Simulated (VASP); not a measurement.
A run of VASP 6.6.1 is set up as follows.

Contents of INCAR:

```
  PREC = Accurate
  ENCUT = 520
  EDIFF = 1E-7
  ISMEAR = -1
  SIGMA = 0.15
  LREAL = F
  LASPH = T
  NELM = 100
  ALGO = Normal
  ISIF = 2
  LWAVE = F
  LCHARG = F
  GGA = PE
  NBANDS = 16
```

Contents of KPOINTS:

```
regular mesh
0
Gamma
  11 11 10
```

The input POSCAR:

```
WC
1.0
    2.9635046684      0.0000000000      0.0000000000
   -1.4817523342      2.5664674353      0.0000000000
    0.0000000000      0.0000000000      2.8922337321
W C
1 1
Direct
    0.0000000000      0.0000000000      0.0000000000
    0.6666666667      0.3333333333      0.5000000000
```

Potentials or basis: VASP PAW PBE potentials, release 64 (W_sv, C).

Launch:

```console
$ cat potpaw_PBE.64/W_sv/POTCAR potpaw_PBE.64/C/POTCAR > POTCAR
$ mpirun -np 1 vasp_std > vasp.out
```

Task: Estimate the band gap on the k mesh.

Result: Zero (band 9 reaches 10.90 eV, above the bottom of band 10 at 9.74 eV).

Task: Estimate the pressure.

Result: -14.6 GPa.

Stress tensor (GPa, compression positive):
```
-13.34   0.00   0.00
  0.00 -13.34   0.00
  0.00   0.00 -17.18
```

Caveat: spin-orbit coupling is left out, which moves the levels of the heavy elements.
